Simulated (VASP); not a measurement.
# Sb (Fm-3m) in VASP: a series of runs

The runs below take Sb through single point, with PBE.

All numbers are computed with VASP 6.6.1; they aren't measurements. Logs are shortened: lines on timing, memory, paths and dates and some standing lists are left out, and cuts for length are marked.

## 1. The cell of the first run

It takes space group Fm-3m (No. 225, cubic). The conventional cell has a = 4.646 Å, b = 4.646 Å, c = 4.646 Å, α = 90.00°, β = 90.00°, γ = 90.00°. Sb (site symmetry m-3m) has 12 Sb at 3.28 Å within 4.3 Å.

## 2. Single point, PBE

INCAR

```
SYSTEM = Sb
ALGO     = Normal         ! electronic algorithm
EDIFF    = 1E-7           ! SCF threshold, eV
ENCUT    = 520            ! plane-wave cutoff, eV
GGA      = PE             ! functional
ISIF     = 2              ! what is computed and relaxed
ISMEAR   = -1             ! smearing method
LASPH    = .True.         ! aspherical terms in the spheres
LCHARG   = .False.        ! write CHGCAR
LREAL    = .False.        ! projectors in reciprocal space
LWAVE    = .False.        ! write WAVECAR
NBANDS   = 8              ! bands
NELM     = 100            ! most SCF steps
PREC     = Accurate       ! precision mode
SIGMA    = 0.05           ! smearing width, eV
```

KPOINTS

```
k-points
0
Gamma
  10 10 10
  0 0 0
```

POSCAR

```
Sb
1.0
    0.0000000000      2.3228362346      2.3228362346
    2.3228362346      0.0000000000      2.3228362346
    2.3228362346      2.3228362346      0.0000000000
Sb
1
Direct
    0.0000000000      0.0000000000      0.0000000000
```

Potentials or basis: VASP PAW PBE potentials, release 64 (Sb).

Launch:

```bash
$ cat potpaw_PBE.64/Sb/POTCAR > POTCAR
$ mpirun -np 1 vasp_std > vasp.out
```

OUTCAR:

```text
SYSTEM = Sb
   EDIFF = 1E-7
   ENCUT = 520
   GGA = PE
   ISIF = 2
   ISMEAR = -1
   LASPH = .True.
   LREAL = .False.
   NELM = 100
   PREC = Accurate

 ion  position               nearest neighbor table
   1  0.000  0.000  0.000-

  LATTYP: Found a face centered cubic cell.
 ALAT       =     4.6456724692

  Lattice vectors:

 A1 = (   0.0000000000,   2.3228362346,   2.3228362346)
 A2 = (   2.3228362346,   0.0000000000,   2.3228362346)
 A3 = (   2.3228362346,   2.3228362346,   0.0000000000)

Analysis of symmetry for initial positions (statically):
=====================================================================
 Subroutine PRICEL returns:
 Original cell was already a primitive cell.

 Routine SETGRP: Setting up the symmetry group for a
 face centered cubic supercell.

 Subroutine GETGRP returns: Found 48 space group operations
[... 9 lines left out ...]

 Routine SETGRP: Setting up the symmetry group for a
 face centered cubic supercell.

 Subroutine GETGRP returns: Found 48 space group operations
[... 11 lines left out ...]
                                     Primitive cell

  volume of cell :      25.0660

  direct lattice vectors                    reciprocal lattice vectors
     0.000000000  2.322836235  2.322836235    -0.215254090  0.215254090  0.215254090
     2.322836235  0.000000000  2.322836235     0.215254090 -0.215254090  0.215254090
     2.322836235  2.322836235  0.000000000     0.215254090  0.215254090 -0.215254090

  length of vectors
     3.284986506  3.284986506  3.284986506     0.372831020  0.372831020  0.372831020

  position of ions in fractional coordinates (direct lattice)
     0.000000000  0.000000000  0.000000000

  ion indices of the primitive-cell ions
   primitive index   ion index
                 1           1

----------------------------------------------------------------------------------------

 KPOINTS: k-points

Automatic generation of k-mesh.
 Grid dimensions read from file:
 generate k-points for:   10   10   10

 Generating k-lattice:

  Cartesian coordinates                     Fractional coordinates (reciprocal lattice)
    -0.021525409  0.021525409  0.021525409     0.100000000  0.000000000  0.000000000
     0.021525409 -0.021525409  0.021525409     0.000000000  0.100000000  0.000000000
     0.021525409  0.021525409 -0.021525409     0.000000000  0.000000000  0.100000000

  Length of vectors
     0.037283102  0.037283102  0.037283102
[... 46 lines left out ...]
   ISTART =      0    job   : 0-new  1-cont  2-samecut
   ICHARG =      2    charge: 1-file 2-atom 10-const
   ISPIN  =      1    spin polarized calculation?
   LNONCOLLINEAR =      F non collinear calculations
   LSORBIT =      F    spin-orbit coupling
   LASPH  =      T    aspherical Exc in radial PAW
   ENCUT  =  520.0 eV  38.22 Ry    6.18 a.u.   6.11  6.11  6.11*2*pi/ulx,y,z
   NELM   =    100;   NELMIN=  2; NELMDL= -5     # of ELM steps
   EDIFF  = 0.1E-06   stopping-criterion for ELM
   LREAL  =      F    real-space projection
   EDIFFG = 0.1E-05   stopping-criterion for IOM
   NSW    =      0    number of steps for IOM
   IBRION =     -1    ionic relax: 0-MD 1-quasi-New 2-CG
   NFREE  =      0    steps in history (QN), initial steepest desc. (CG)
   ISIF   =      2    stress and relaxation
   ISYM   =      2    0-nonsym 1-usesym 2-fastsym
   POTIM  = 0.5000    time-step for ionic-motion
   TEBEG  =    0.0;   TEEND  =   0.0 temperature during run
   PSTRESS=    0.0 pullay stress
   NELECT =       5.0000    total number of electrons
   NUPDOWN=      -1.0000    fix difference up-down
   EMIN   =  10.00;   EMAX   =-10.00  energy-range for DOS
   EFERMI =   0.00;   METHOD = LEGACY
   ISMEAR =    -1;   SIGMA  =   0.05  broadening in eV -4-tet -1-fermi 0-gaus
   EFERMI_NEDOS =   21; number of points for ismear=-14 and -15
   IALGO  =     38    algorithm
   IMIX   =      4    mixing-type and parameters
     AMIX     =   0.40;   BMIX     =  1.00
     AMIX_MAG =   1.60;   BMIX_MAG =  1.00
  volume/ion in A,a.u.               =      25.07       169.15
  Fermi-wavevector in a.u.,A,eV,Ry     =   0.956539  1.807598 12.448893  0.914968
  Thomas-Fermi vector in A             =   2.085477
   LORBIT       =      0    0 simple, 1 ext, 2 COOP (PROOUT), +10 PAW based schemes
   GGA     = PE    functional components
   LHFCALC =     F    Hartree Fock is set to
   AEXX    =    0.0000 exact exchange contribution
   IVDW    =     0    specifies the selected vdW correction
   LEPSILON=     F    determine dielectric tensor
   LRPA    =     F    only Hartree local field effects (RPA)
 non-spin polarized calculation
  energy-cutoff  :      520.00
  volume of cell :       25.07
 maximum number of plane-waves:       692
   NGX = 13   NGY = 13   NGZ = 13

 number of electron       5.0000000 magnetization

 Free energy of the ion-electron system (eV)
  ---------------------------------------------------
  ext. energy  EPLUGINS =         0.00000000
  ---------------------------------------------------
  free energy    TOTEN  =        -3.78140941 eV

  energy without entropy =       -3.77513505  energy(sigma->0) =       -3.77827223

 E-fermi :   9.4606     XC(G=0): -10.5520

 val. band max:        9.4556516629   @ k =  -0.2000   0.2000   0.0000
 cond. band min:       9.4798601594   @ k =   0.5000   0.4000   0.1000
 fundamental gap:      0.0242084964
 Fermi energy:         9.4605790307

 k-point     1 :       0.0000    0.0000    0.0000
  band No.  band energies     occupation
      1      -4.0216      2.00000
      2      15.3524      0.00000
      3      15.3524      0.00000
      4      15.3524      0.00000
      5      19.6791      0.00000
      6      19.6791      0.00000
      7      19.6791      0.00000
      8      19.7180      0.00000
[... 243 lines left out ...]
 k-point    24 :       0.4000    0.3000    0.0000
  band No.  band energies     occupation
      1      -0.4916      2.00000
      2       7.4433      2.00000
      3       9.7080      0.01410
      4      10.7098      0.00000
      5      14.6628      0.00000
      6      15.9967      0.00000
      7      24.7424      0.00000
      8      25.5815      0.00000

 [... further k-points ...]
[... 5 lines left out ...]
  --------------------------------------------------------------------------------------
  -------------------------------------------------------------------------------------
  Total        0.9679429      0.9679429      0.9679429     -0.0000000      0.0000000     -0.0000000
  in kB       61.8692085     61.8692085     61.8692085     -0.0000000      0.0000000     -0.0000000
  external PRESSURE =      61.8692085 kB  Pullay stress =       0.0000000 kB

 VOLUME and BASIS-vectors are now :
 -----------------------------------------------------------------------------
  energy-cutoff  :      520.00
  volume of cell :       25.07
      direct lattice vectors                 reciprocal lattice vectors
     0.000000000  2.322836235  2.322836235    -0.215254090  0.215254090  0.215254090
     2.322836235  0.000000000  2.322836235     0.215254090 -0.215254090  0.215254090
     2.322836235  2.322836235  0.000000000     0.215254090  0.215254090 -0.215254090

 POSITION                                       TOTAL-FORCE (eV/Angst)
 -----------------------------------------------------------------------------------
      0.00000      0.00000      0.00000        -0.000000      0.000000     -0.000000
 -----------------------------------------------------------------------------------
    total drift:                               -0.000000      0.000000      0.000000

  FREE ENERGIE OF THE ION-ELECTRON SYSTEM (eV)
  ---------------------------------------------------
  free  energy   TOTEN  =        -3.7814094106 eV

  energy  without entropy=       -3.7751350458  energy(sigma->0) =       -3.77827223
```

OSZICAR:

```text
N       E                     dE             d eps       ncg     rms          rms(c)
DAV:   1     0.503455612695E+01    0.50346E+01   -0.16088E+03   752   0.404E+02
DAV:   2    -0.369920487593E+01   -0.87338E+01   -0.85362E+01  1120   0.532E+01
DAV:   3    -0.378662543895E+01   -0.87421E-01   -0.86940E-01   888   0.581E+00
DAV:   4    -0.378682321257E+01   -0.19777E-03   -0.19777E-03  1176   0.359E-01
DAV:   5    -0.378682350122E+01   -0.28866E-06   -0.28799E-06   936   0.899E-03    0.194E+00
DAV:   6    -0.378338076641E+01    0.34427E-02   -0.14285E-03   960   0.203E-01    0.112E+00
DAV:   7    -0.378140699670E+01    0.19738E-02   -0.31079E-03   840   0.299E-01    0.470E-02
DAV:   8    -0.378140977019E+01   -0.27735E-05   -0.38107E-05  1072   0.492E-02    0.669E-03
DAV:   9    -0.378140996137E+01   -0.19118E-06   -0.61028E-07  1080   0.611E-03    0.115E-03
DAV:  10    -0.378140958972E+01    0.37166E-06   -0.36035E-08  1064   0.114E-03    0.128E-03
DAV:  11    -0.378140936093E+01    0.22878E-06   -0.11464E-09   528   0.308E-04    0.231E-04
DAV:  12    -0.378140941061E+01   -0.49676E-07   -0.13237E-10   512   0.755E-05
   1 F= -.37814094E+01 E0= -.37782722E+01  d E =-.627436E-02
```

stdout:

```text
POSCAR found type information on POSCAR Sb
 POSCAR found :  1 types and       1 ions
 scaLAPACK will be used
 LDA part: xc-table for (Slater+PW92), standard interpolation
 POSCAR, INCAR and KPOINTS ok, starting setup
 FFT: planning ... GRIDC
 FFT: planning ... GRID_SOFT
 FFT: planning ... GRID
 WAVECAR not read
 entering main loop
```

Run time: 8.1 s. Hardware: 1 thread of AMD EPYC 7R43 (Zen 3), shared host; peak memory 0.1 GiB.

Results:

```
Free energy : -3.7814 eV
Pressure    : 6.2 GPa
```

Caveat: spin-orbit coupling is left out, which moves the levels of the heavy elements.

## 3. Single point, PBE

This run uses another cell than the first one, of 25.60 Å³/atom, 1.021 times its volume.

INCAR

```
PREC = Accurate
ENCUT = 520
EDIFF = 1E-7
ISMEAR = -1
SIGMA = 0.05
LREAL = False
LASPH = True
NELM = 60
ALGO = Normal
ISIF = 2
LWAVE = False
LCHARG = False
GGA = PE
NBANDS = 8
```

KPOINTS

```
regular mesh
0
Gamma
  10 10 10
```

POSCAR

```
Sb
1.0
    0.0000000000      2.3391947752      2.3391947752
    2.3391947752      0.0000000000      2.3391947752
    2.3391947752      2.3391947752      0.0000000000
Sb
1
Direct
    0.0000000000      0.0000000000      0.0000000000
```

Potentials or basis: VASP PAW PBE potentials, release 64 (Sb).

Launch:

```bash
$ cat potpaw_PBE.64/Sb/POTCAR > POTCAR
$ mpirun -np 1 vasp_std > vasp.out
```

OUTCAR:

```text
PREC = Accurate
   ENCUT = 520
   EDIFF = 1E-7
   ISMEAR = -1
   LREAL = False
   LASPH = True
   NELM = 60
   ISIF = 2
   GGA = PE

 ion  position               nearest neighbor table
   1  0.000  0.000  0.000-

  LATTYP: Found a face centered cubic cell.
 ALAT       =     4.6783895504

  Lattice vectors:

 A1 = (   0.0000000000,   2.3391947752,   2.3391947752)
 A2 = (   2.3391947752,   0.0000000000,   2.3391947752)
 A3 = (   2.3391947752,   2.3391947752,   0.0000000000)

Analysis of symmetry for initial positions (statically):
=====================================================================
 Subroutine PRICEL returns:
 Original cell was already a primitive cell.

 Routine SETGRP: Setting up the symmetry group for a
 face centered cubic supercell.

 Subroutine GETGRP returns: Found 48 space group operations
[... 9 lines left out ...]

 Routine SETGRP: Setting up the symmetry group for a
 face centered cubic supercell.

 Subroutine GETGRP returns: Found 48 space group operations
[... 11 lines left out ...]
                                     Primitive cell

  volume of cell :      25.5994

  direct lattice vectors                    reciprocal lattice vectors
     0.000000000  2.339194775  2.339194775    -0.213748767  0.213748767  0.213748767
     2.339194775  0.000000000  2.339194775     0.213748767 -0.213748767  0.213748767
     2.339194775  2.339194775  0.000000000     0.213748767  0.213748767 -0.213748767

  length of vectors
     3.308120976  3.308120976  3.308120976     0.370223725  0.370223725  0.370223725

  position of ions in fractional coordinates (direct lattice)
     0.000000000  0.000000000  0.000000000

  ion indices of the primitive-cell ions
   primitive index   ion index
                 1           1

----------------------------------------------------------------------------------------

 KPOINTS: regular mesh
[... 80 lines left out ...]
   NUPDOWN=      -1.0000    fix difference up-down
   EMIN   =  10.00;   EMAX   =-10.00  energy-range for DOS
   EFERMI =   0.00;   METHOD = LEGACY
   ISMEAR =    -1;   SIGMA  =   0.05  broadening in eV -4-tet -1-fermi 0-gaus
   EFERMI_NEDOS =   21; number of points for ismear=-14 and -15
   IALGO  =     38    algorithm
   IMIX   =      4    mixing-type and parameters
     AMIX     =   0.40;   BMIX     =  1.00
     AMIX_MAG =   1.60;   BMIX_MAG =  1.00
  volume/ion in A,a.u.               =      25.60       172.75
  Fermi-wavevector in a.u.,A,eV,Ry     =   0.949850  1.794957 12.275386  0.902215
  Thomas-Fermi vector in A             =   2.078172
   LORBIT       =      0    0 simple, 1 ext, 2 COOP (PROOUT), +10 PAW based schemes
   GGA     = PE    functional components
   LHFCALC =     F    Hartree Fock is set to
   AEXX    =    0.0000 exact exchange contribution
   IVDW    =     0    specifies the selected vdW correction
   LEPSILON=     F    determine dielectric tensor
   LRPA    =     F    only Hartree local field effects (RPA)
 non-spin polarized calculation
  energy-cutoff  :      520.00
  volume of cell :       25.60
 maximum number of plane-waves:       701
 NGX is ok and might be reduce to    28
   NGX = 13   NGY = 13   NGZ = 13

 number of electron       5.0000000 magnetization

 Free energy of the ion-electron system (eV)
  ---------------------------------------------------
  ext. energy  EPLUGINS =         0.00000000
  ---------------------------------------------------
  free energy    TOTEN  =        -3.79916628 eV

  energy without entropy =       -3.79240476  energy(sigma->0) =       -3.79578552

 E-fermi :   9.1718     XC(G=0): -10.4580

 val. band max:        9.0889628058   @ k =  -0.4000   0.4000   0.1000
 cond. band min:       9.1816516549   @ k =  -0.2000   0.2000   0.0000
 fundamental gap:      0.0926888491
 Fermi energy:         9.1718274197

 k-point     1 :       0.0000    0.0000    0.0000
  band No.  band energies     occupation
      1      -4.1348      2.00000
      2      14.8987      0.00000
      3      14.8987      0.00000
      4      14.8987      0.00000
      5      19.3181      0.00000
      6      19.3181      0.00000
      7      19.3181      0.00000
      8      19.4343      0.00000
[... 243 lines left out ...]
 k-point    24 :       0.4000    0.3000    0.0000
  band No.  band energies     occupation
      1      -0.6836      2.00000
      2       7.1381      2.00000
      3       9.4265      0.01221
      4      10.3965      0.00000
      5      14.3657      0.00000
      6      15.6661      0.00000
      7      24.3173      0.00000
      8      25.1126      0.00000

 [... further k-points ...]
[... 5 lines left out ...]
  --------------------------------------------------------------------------------------
  -------------------------------------------------------------------------------------
  Total        0.7220991      0.7220991      0.7220991     -0.0000000      0.0000000     -0.0000000
  in kB       45.1937347     45.1937347     45.1937347     -0.0000000      0.0000000     -0.0000000
  external PRESSURE =      45.1937347 kB  Pullay stress =       0.0000000 kB

 VOLUME and BASIS-vectors are now :
 -----------------------------------------------------------------------------
  energy-cutoff  :      520.00
  volume of cell :       25.60
      direct lattice vectors                 reciprocal lattice vectors
     0.000000000  2.339194775  2.339194775    -0.213748767  0.213748767  0.213748767
     2.339194775  0.000000000  2.339194775     0.213748767 -0.213748767  0.213748767
     2.339194775  2.339194775  0.000000000     0.213748767  0.213748767 -0.213748767

 POSITION                                       TOTAL-FORCE (eV/Angst)
 -----------------------------------------------------------------------------------
      0.00000      0.00000      0.00000        -0.000000      0.000000     -0.000000
 -----------------------------------------------------------------------------------
    total drift:                                0.000000      0.000000     -0.000000

  FREE ENERGIE OF THE ION-ELECTRON SYSTEM (eV)
  ---------------------------------------------------
  free  energy   TOTEN  =        -3.7991662837 eV

  energy  without entropy=       -3.7924047642  energy(sigma->0) =       -3.79578552
```

OSZICAR:

```text
N       E                     dE             d eps       ncg     rms          rms(c)
DAV:   1     0.536060158238E+01    0.53606E+01   -0.16974E+03   768   0.414E+02
DAV:   2    -0.370656430436E+01   -0.90672E+01   -0.86703E+01  1064   0.546E+01
DAV:   3    -0.380412268941E+01   -0.97558E-01   -0.97424E-01   896   0.634E+00
DAV:   4    -0.380441128970E+01   -0.28860E-03   -0.28860E-03  1200   0.429E-01
DAV:   5    -0.380441173362E+01   -0.44392E-06   -0.44396E-06   960   0.103E-02    0.186E+00
DAV:   6    -0.380104707554E+01    0.33647E-02   -0.15783E-03   952   0.212E-01    0.107E+00
DAV:   7    -0.379916170839E+01    0.18854E-02   -0.33788E-03   856   0.310E-01    0.483E-02
DAV:   8    -0.379916668376E+01   -0.49754E-05   -0.41192E-05  1088   0.510E-02    0.671E-03
DAV:   9    -0.379916689688E+01   -0.21312E-06   -0.63103E-07  1072   0.628E-03    0.110E-03
DAV:  10    -0.379916645881E+01    0.43807E-06   -0.47447E-08  1032   0.127E-03    0.129E-03
DAV:  11    -0.379916623201E+01    0.22680E-06   -0.13784E-09   560   0.331E-04    0.230E-04
DAV:  12    -0.379916628366E+01   -0.51650E-07   -0.18271E-10   488   0.873E-05
   1 F= -.37991663E+01 E0= -.37957855E+01  d E =-.676152E-02
```

stdout:

```text
POSCAR found type information on POSCAR Sb
 POSCAR found :  1 types and       1 ions
 scaLAPACK will be used
 LDA part: xc-table for (Slater+PW92), standard interpolation
 POSCAR, INCAR and KPOINTS ok, starting setup
 FFT: planning ... GRIDC
 FFT: planning ... GRID_SOFT
 FFT: planning ... GRID
 WAVECAR not read
 entering main loop
```

Wall time 13 s (1 thread of AMD EPYC 7R43 (Zen 3), shared host); peak memory 0.12 GiB.

What came out:

```
Free energy : -3.7992 eV
Pressure    : 4.5 GPa
```

Caveat: spin-orbit coupling is left out, which moves the levels of the heavy elements.

## 4. Single point, PBE

This run uses another cell than the first one, of 26.13 Å³/atom, 1.043 times its volume.

INCAR

```
SYSTEM = Sb
ALGO = Normal ; EDIFF = 1E-7
ENCUT = 520 ; GGA = PE
ISIF = 2 ; ISMEAR = -1
LASPH = .TRUE. ; LCHARG = .FALSE.
LREAL = .FALSE. ; LWAVE = .FALSE.
NBANDS = 8 ; NELM = 80
PREC = Accurate ; SIGMA = 0.05
```

KPOINTS

```
k-points
0
G
  10 10 10
  0 0 0
```

POSCAR

```
Sb
1.0
    0.0000000000      2.3553276627      2.3553276627
    2.3553276627      0.0000000000      2.3553276627
    2.3553276627      2.3553276627      0.0000000000
Sb
1
Direct
    0.0000000000      0.0000000000      0.0000000000
```

Launch:

```bash
$ cat potpaw_PBE.64/Sb/POTCAR > POTCAR
$ mpirun -np 1 vasp_std > vasp.out
```

It took 13 s on 1 thread of AMD EPYC 7R43 (Zen 3), shared host; peak memory 0.12 GiB.

It converged, with:

- Free energy: -3.8117 eV
- Pressure: 3.1 GPa

Levels at points of the mesh, in eV from the Fermi level:
```csv
k point,band 1,band 2,band 3,band 4,band 5,band 6
"(0.00, 0.00, 0.00)",-13.14,5.57,5.57,5.57,10.08,10.08
"(0.50, 0.00, 0.00)",-9.21,-5.98,3.80,3.80,8.39,9.20
"(0.50, 0.50, 0.00)",-7.50,-5.06,0.41,0.41,4.20,4.62
```

Caveat: spin-orbit coupling is left out, which moves the levels of the heavy elements.

(Continued in part 2 of 2.)
